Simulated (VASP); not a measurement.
# Ti: single point with PBE

Ti, a slab with vacuum:

```
Ti
1.0
     2.93970    0.00000    0.00000
     0.00000    4.65409    0.00000
     0.00000    0.00000   21.94030
Ti
6
Cartesian
  2.2048 3.4906 8.0891
  0.7349 1.1635 8.9370
  0.7349 3.4906 10.5053
  2.2048 1.1635 11.4350
  2.2048 3.4906 13.0033
  0.7349 1.1635 13.8512
```

```json
{
 "Program": "VASP 6.6.1",
 "Task": "single point",
 "Functional": "PBE",
 "Potentials or basis": "VASP PAW PBE potentials, release 64 (Ti_sv)",
 "Cutoff": "520 eV",
 "k mesh": "12 × 8 × 1",
 "Occupations": "fermi-dirac, width 0.1 eV",
 "Spin": "no spin polarisation",
 "Dipole correction": "yes",
 "Further INCAR settings": "ALGO = Normal; EDIFF = 1e-06; NBANDS = 45"
}
```

The largest force is 0.018 eV/Å. The band gap on the k mesh is zero (bands 36 and 37 overlap by 0.37 eV).

Forces on the atoms (eV/Å):
```
Ti   0.000  0.000  0.018
Ti   0.000  0.000  0.009
Ti   0.000  0.000 -0.005
Ti   0.000  0.000  0.005
Ti   0.000  0.000 -0.009
Ti   0.000  0.000 -0.018
```

Levels at points of the mesh, in eV from the Fermi level:
```
           k point  band 34  band 35  band 36  band 37  band 38  band 39
(0.00, 0.00, 0.00)    -0.44     0.02     0.17     0.54     0.57     0.59
(0.50, 0.00, 0.00)    -0.97    -0.76    -0.76     0.39     0.39     0.50
(0.00, 0.50, 0.00)    -0.61     0.03     0.03     0.25     0.25     0.52
(0.50, 0.50, 0.00)    -0.71    -0.33    -0.33     0.35     0.35     0.55
```

Wall time 33 min on 1 thread of Intel Xeon 8259CL (shared host), peak memory 0.56 GiB.
